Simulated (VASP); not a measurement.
# Pb4F (P4/mmm) in VASP: notebook

The runs below take Pb4F through relaxation of cell and atoms, single point, with PBE.

All numbers are computed with VASP 6.6.1; they aren't measurements. Logs are shortened: lines on timing, memory, paths and dates and some standing lists are left out, and cuts for length are marked.

## 1. The cell of the first run

Symmetry: P4/mmm, No. 123, tetragonal system. The conventional cell has a = 4.754 Å, b = 4.754 Å, c = 6.468 Å, α = 90.00°, β = 90.00°, γ = 90.00°. Within 3.8 Å of Pb (site symmetry 2mm) lie 2 F at 2.88 Å and 6 Pb at 3.20 to 3.36 Å. F (site symmetry 4/mmm) has 8 Pb at 2.88 Å within 3.8 Å.

## 2. Relaxation of cell and atoms, PBE

File INCAR:

```
ALGO = Normal
EDIFF = 1E-7
EDIFFG = -0.01
ENCUT = 600
GGA = PE
IBRION = 2
ISIF = 3
ISMEAR = 0
LASPH = T
LCHARG = F
LREAL = F
LWAVE = F
NELM = 100
NSW = 100
PREC = Accurate
SIGMA = 0.1
```

File KPOINTS:

```
k-points
0
Gamma
  8 8 6
```

File POSCAR:

```
Pb4F
1.0
    4.7536873815      0.0000000000      0.0000000000
    0.0000000000      4.7536873815      0.0000000000
    0.0000000000      0.0000000000      6.4678276060
Pb F
4 1
Direct
    0.5000000000      0.0000000000      0.2527755511
    0.0000000000      0.5000000000      0.7472244489
    0.5000000000      0.0000000000      0.7472244489
    0.0000000000      0.5000000000      0.2527755511
    0.0000000000      0.0000000000      0.0000000000
```

Potentials or basis: VASP PAW PBE potentials, release 64 (Pb_d, F).

The run is started by

```console
$ cat potpaw_PBE.64/Pb_d/POTCAR potpaw_PBE.64/F/POTCAR > POTCAR
$ mpirun -np 1 vasp_std > vasp.out
```

OUTCAR:

```text
EDIFF = 1E-7
   EDIFFG = -0.01
   ENCUT = 600
   GGA = PE
   IBRION = 2
   ISIF = 3
   ISMEAR = 0
   LASPH = T
   LREAL = F
   NELM = 100
   NSW = 100
   PREC = Accurate

 ion  position               nearest neighbor table
   1  0.500  0.000  0.253-   5 2.88   5 2.88   3 3.20   3 3.27   4 3.36   4 3.36   4 3.36   4 3.36

   2  0.000  0.500  0.747-   5 2.88   5 2.88   4 3.20   4 3.27   3 3.36   3 3.36   3 3.36   3 3.36

   3  0.500  0.000  0.747-   5 2.88   5 2.88   1 3.20   1 3.27   2 3.36   2 3.36   2 3.36   2 3.36

   4  0.000  0.500  0.253-   5 2.88   5 2.88   2 3.20   2 3.27   1 3.36   1 3.36   1 3.36   1 3.36

   5  0.000  0.000  0.000-   1 2.88   2 2.88   3 2.88   4 2.88   2 2.88   4 2.88   1 2.88   3 2.88

  LATTYP: Found a simple tetragonal cell.
 ALAT       =     4.7536873815
 C/A-ratio  =     1.3605917022

  Lattice vectors:

 A1 = (   4.7536873815,   0.0000000000,   0.0000000000)
 A2 = (   0.0000000000,   4.7536873815,   0.0000000000)
 A3 = (   0.0000000000,   0.0000000000,   6.4678276060)

Analysis of symmetry for initial positions (statically):
=====================================================================
 Subroutine PRICEL returns:
 Original cell was already a primitive cell.

 Routine SETGRP: Setting up the symmetry group for a
 simple tetragonal supercell.

 Subroutine GETGRP returns: Found 16 space group operations
 (whereof 16 operations were pure point group operations)
 out of a pool of 16 trial point group operations.

The static configuration has the point symmetry D_4h.

Analysis of symmetry for dynamics (positions and initial velocities):
=====================================================================
 Subroutine PRICEL returns:
 Original cell was already a primitive cell.

 Routine SETGRP: Setting up the symmetry group for a
 simple tetragonal supercell.

 Subroutine GETGRP returns: Found 16 space group operations
 (whereof 16 operations were pure point group operations)
 out of a pool of 16 trial point group operations.

The dynamic configuration has the point symmetry D_4h.

 Subroutine INISYM returns: Found 16 space group operations
 (whereof 16 operations are pure point group operations),
 and found     1 'primitive' translations

----------------------------------------------------------------------------------------

                                     Primitive cell

  volume of cell :     146.1570

  direct lattice vectors                    reciprocal lattice vectors
     4.753687381  0.000000000  0.000000000     0.210363013  0.000000000  0.000000000
     0.000000000  4.753687381  0.000000000     0.000000000  0.210363013  0.000000000
     0.000000000  0.000000000  6.467827606     0.000000000  0.000000000  0.154611418

  length of vectors
     4.753687381  4.753687381  6.467827606     0.210363013  0.210363013  0.154611418

  position of ions in fractional coordinates (direct lattice)
     0.500000000  0.000000000  0.252775551
     0.000000000  0.500000000  0.747224449
     0.500000000  0.000000000  0.747224449
     0.000000000  0.500000000  0.252775551
     0.000000000  0.000000000  0.000000000

  ion indices of the primitive-cell ions
   primitive index   ion index
                 1           1
                 2           2
                 3           3
                 4           4
                 5           5

----------------------------------------------------------------------------------------

 KPOINTS: k-points

Automatic generation of k-mesh.
 Grid dimensions read from file:
 generate k-points for:    8    8    6

 Generating k-lattice:

  Cartesian coordinates                     Fractional coordinates (reciprocal lattice)
     0.026295377  0.000000000  0.000000000     0.125000000  0.000000000  0.000000000
     0.000000000  0.026295377  0.000000000     0.000000000  0.125000000  0.000000000
     0.000000000  0.000000000  0.025768570     0.000000000  0.000000000  0.166666667

  Length of vectors
     0.026295377  0.026295377  0.025768570

  Shift w.r.t. Gamma in fractional coordinates (k-lattice)
     0.000000000  0.000000000  0.000000000

 Subroutine IBZKPT returns following result:
 ===========================================

 Found     60 irreducible k-points:

 Following reciprocal coordinates:
            Coordinates               Weight
  0.000000  0.000000  0.000000      1.000000
  0.125000  0.000000  0.000000      4.000000
  0.250000  0.000000  0.000000      4.000000
  0.375000  0.000000  0.000000      4.000000
  0.500000  0.000000  0.000000      2.000000
  0.125000  0.125000  0.000000      4.000000
[... 16 lines left out ...]
  0.375000  0.125000  0.166667     16.000000
  0.500000  0.125000  0.166667      8.000000
 [... further k-points ...]
   k-points           NKPTS =     60   k-points in BZ     NKDIM =     60   number of bands    NBANDS=     37
   number of dos      NEDOS =    301   number of ions     NIONS =      5
   total plane-waves  NPLWV =  86400
   dimension x,y,z NGX =    40 NGY =   40 NGZ =   54
   dimension x,y,z NGXF=    80 NGYF=   80 NGZF=  108
   ions per type =               4   1
   NGX,Y,Z   is equivalent  to a cutoff of  13.99, 13.99, 13.88 a.u.
   NGXF,Y,Z  is equivalent  to a cutoff of  27.98, 27.98, 27.76 a.u.
 SYSTEM =  unknown system
   PREC   = accura    normal or accurate (medium, high low for compatibility)
   ISTART =      0    job   : 0-new  1-cont  2-samecut
   ICHARG =      2    charge: 1-file 2-atom 10-const
   ISPIN  =      1    spin polarized calculation?
   LNONCOLLINEAR =      F non collinear calculations
   LSORBIT =      F    spin-orbit coupling
   LASPH  =      T    aspherical Exc in radial PAW
   ENCUT  =  600.0 eV  44.10 Ry    6.64 a.u.   9.49  9.49 12.92*2*pi/ulx,y,z
   NELM   =    100;   NELMIN=  2; NELMDL= -5     # of ELM steps
   EDIFF  = 0.1E-06   stopping-criterion for ELM
   LREAL  =      F    real-space projection
   EDIFFG = -.1E-01   stopping-criterion for IOM
   NSW    =    100    number of steps for IOM
   IBRION =      2    ionic relax: 0-MD 1-quasi-New 2-CG
   NFREE  =      1    steps in history (QN), initial steepest desc. (CG)
   ISIF   =      3    stress and relaxation
   ISYM   =      2    0-nonsym 1-usesym 2-fastsym
   POTIM  = 0.5000    time-step for ionic-motion
   TEBEG  =    0.0;   TEEND  =   0.0 temperature during run
   PSTRESS=    0.0 pullay stress
   NELECT =      63.0000    total number of electrons
   NUPDOWN=      -1.0000    fix difference up-down
   EMIN   =  10.00;   EMAX   =-10.00  energy-range for DOS
   EFERMI =   0.00;   METHOD = LEGACY
   ISMEAR =     0;   SIGMA  =   0.10  broadening in eV -4-tet -1-fermi 0-gaus
   EFERMI_NEDOS =   21; number of points for ismear=-14 and -15
   IALGO  =     38    algorithm
   IMIX   =      4    mixing-type and parameters
     AMIX     =   0.40;   BMIX     =  1.00
     AMIX_MAG =   1.60;   BMIX_MAG =  1.00
  volume/ion in A,a.u.               =      29.23       197.26
  Fermi-wavevector in a.u.,A,eV,Ry     =   1.236655  2.336939 20.807592  1.529315
  Thomas-Fermi vector in A             =   2.371254
   LORBIT       =      0    0 simple, 1 ext, 2 COOP (PROOUT), +10 PAW based schemes
   GGA     = PE    functional components
   LHFCALC =     F    Hartree Fock is set to
   AEXX    =    0.0000 exact exchange contribution
   IVDW    =     0    specifies the selected vdW correction
   LEPSILON=     F    determine dielectric tensor
   LRPA    =     F    only Hartree local field effects (RPA)
 conjugate gradient relaxation of ions
 non-spin polarized calculation
 Gauss-broadening in eV      SIGMA  =   0.10
  energy-cutoff  :      600.00
  volume of cell :      146.16
 maximum number of plane-waves:      4914
 NGX is ok and might be reduce to    40
   NGX = 19   NGY = 19   NGZ = 25

--------------------------------------- Ionic step        1  -------------------------------------------

 number of electron      63.0000006 magnetization

 Free energy of the ion-electron system (eV)
  ---------------------------------------------------
  ext. energy  EPLUGINS =         0.00000000
  ---------------------------------------------------
  free energy    TOTEN  =       -17.58610645 eV

  energy without entropy =      -17.57126386  energy(sigma->0) =      -17.57868516

------------------------ aborting loop because EDIFF is reached ----------------------------------------

  FORCE on cell =-STRESS in cart. coord.  units (eV):
  Direction    XX          YY          ZZ          XY          YZ          ZX
  --------------------------------------------------------------------------------------
  -------------------------------------------------------------------------------------
  Total        0.1126257      0.1126257     -0.3583774      0.0000000      0.0000000     -0.0000000
  in kB        1.2346059      1.2346059     -3.9285429      0.0000000      0.0000000     -0.0000000
  external PRESSURE =      -0.4864437 kB  Pullay stress =       0.0000000 kB
[... 141 lines left out ...]
  energy  without entropy=      -17.5749162374  energy(sigma->0) =      -17.58233715

--------------------------------------- Ionic step        5  -------------------------------------------

 number of electron      63.0000021 magnetization

 Free energy of the ion-electron system (eV)
  ---------------------------------------------------
  ext. energy  EPLUGINS =         0.00000000
  ---------------------------------------------------
  free energy    TOTEN  =       -17.59014940 eV

  energy without entropy =      -17.57523898  energy(sigma->0) =      -17.58269419

 E-fermi :   5.5591     XC(G=0):  -9.5461

 val. band max:        5.5541972962   @ k =   0.2500   0.2500   0.1667
 cond. band min:       5.5657847975   @ k =   0.1250   0.0000   0.5000
 fundamental gap:      0.0115875012
 Fermi energy:         5.5590832917

 k-point     1 :       0.0000    0.0000    0.0000
  band No.  band energies     occupation
      1     -17.2745      2.00000
      2     -11.7797      2.00000
      3     -11.7096      2.00000
      4     -11.6785      2.00000
      5     -11.6310      2.00000
      6     -11.5580      2.00000
[... 949 lines left out ...]
     36       8.1250      0.00000
     37       9.5036      0.00000

 [... further k-points ...]

------------------------ aborting loop because EDIFF is reached ----------------------------------------

  FORCE on cell =-STRESS in cart. coord.  units (eV):
  Direction    XX          YY          ZZ          XY          YZ          ZX
  --------------------------------------------------------------------------------------
  -------------------------------------------------------------------------------------
  Total       -0.0232761     -0.0232761     -0.0062814      0.0000000     -0.0000000      0.0000000
  in kB       -0.2546318     -0.2546318     -0.0687161      0.0000000     -0.0000000      0.0000000
  external PRESSURE =      -0.1926599 kB  Pullay stress =       0.0000000 kB
[... 20 lines left out ...]
  FREE ENERGIE OF THE ION-ELECTRON SYSTEM (eV)
  ---------------------------------------------------
  free  energy   TOTEN  =       -17.5901494048 eV

  energy  without entropy=      -17.5752389815  energy(sigma->0) =      -17.58269419

 reached required accuracy - stopping structural energy minimisation
```

Run time: 18 min. Hardware: 1 thread of Intel Xeon Platinum 8259CL at 2.50GHz (Skylake/Cascade Lake), shared host; peak memory 0.51 GiB.

What came out:

```yaml
Free_energy: -17.5901 eV
Relaxed_volume: 29.29 Å³/atom
Relaxed_cell: a = 4.777 Å, b = 4.777 Å, c = 6.417 Å, α = 90.00°, β = 90.00°, γ = 90.00°
Space_group_after_relaxing_to_0.05_Å: P4/mmm (No. 123)
Energy_gained_by_relaxing: 0.8 meV/atom
Ionic_steps: 5
Pressure_after_relaxing: 0.0 GPa
```

Step by step:
```csv
step,energy change (eV),largest force (eV/Å),pressure (GPa),volume (Å³)
1,0.0000,0.0837,-0.05,146.16
2,-0.0023,0.0563,0.04,145.97
3,-0.0036,0.0166,0.16,145.71
4,-0.0037,0.0117,0.17,145.69
5,-0.0040,0.0004,-0.02,146.46
```

Final structure:
```
CELL_PARAMETERS angstrom
4.77719 0.00000 0.00000
0.00000 4.77719 0.00000
0.00000 0.00000 6.41744
ATOMIC_POSITIONS crystal
Pb 0.50000 0.00000 0.25091
Pb 0.00000 0.50000 0.74909
Pb 0.50000 0.00000 0.74909
Pb 0.00000 0.50000 0.25091
F 0.00000 0.00000 0.00000
```

Caveat: spin-orbit coupling is left out, which moves the levels of the heavy elements; an odd number of electrons without spin polarisation forces a metal; a magnetic or distorted state may lie lower.

[end of part 1 of 2]
